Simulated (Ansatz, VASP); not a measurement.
# One calculation of InSb, two programs

File INCAR:

```
SYSTEM = InSb
PREC = Accurate
ENCUT = 520
EDIFF = 1E-6
ISMEAR = 0
SIGMA = 0.15
LREAL = .False.
LASPH = .True.
NELM = 80
ALGO = Normal
ISIF = 2
LWAVE = .False.
LCHARG = .False.
GGA = PE
IVDW = 12
NBANDS = 16
```

Contents of KPOINTS:

```
Automatic mesh
0
Gamma
  14 14 14
  0 0 0
```

POSCAR

```
InSb
1.0
    3.8098624705     -0.0910206051     -0.0910206051
   -0.0910206051      3.8098624705     -0.0910206051
   -0.0910206051     -0.0910206051      3.8098624705
In Sb
1 1
Direct
    0.0000000000      0.0000000000      0.0000000000
    0.5000000000      0.5000000000      0.5000000000
```

Input for Ansatz:

```yaml
crystal:
  lattice:
    - [3.8098624705, -0.0910206051, -0.0910206051]
    - [-0.0910206051, 3.8098624705, -0.0910206051]
    - [-0.0910206051, -0.0910206051, 3.8098624705]
  atoms:
    - { symbol: In, position: [0.0, 0.0, 0.0] }
    - { symbol: Sb, position: [0.5, 0.5, 0.5] }
basis:
  ecutwfc: 420
kpoints:
  mp_grid: { grid: [14, 14, 14] }
hamiltonian:
  xc: pbe
  dispersion: d3bj
scf:
  occupations: { method: gaussian, width: 0.15 }
output:
  forces: true
  stress: true
  eigenvalues: true
```

Alike in both runs: task single point; functional PBE; dispersion D3(BJ); k mesh 14 × 14 × 14; occupations gaussian, width 0.15 eV; no spin polarisation.

|  | VASP | Ansatz |
| --- | --- | --- |
| version | VASP 6.6.1 | Ansatz 0.2.0 |
| potentials or method | VASP PAW PBE potentials, release 64 (In_d, Sb), cutoff 520 eV | scalar-relativistic, plane waves, PAW |
| valence electrons in the cell | 18 | 28 |

|  | VASP | Ansatz | Ansatz less VASP |
| --- | --- | --- | --- |
| gap on the k mesh at the Fermi level (eV) | none | none | - |
| pressure (GPa) | -2.3 | -2.3 | +0.08 |
| traceless stress, the component that is largest in VASP (GPa) | 0.92 | 0.92 | -0.002 |

A gap of «none» marks a metal or a gap that the smearing closes. VASP's potentials hold 18 valence electrons a cell and Ansatz's 28, so a difference there can come from the potentials and not from the codes.

Spin-orbit coupling is off throughout.
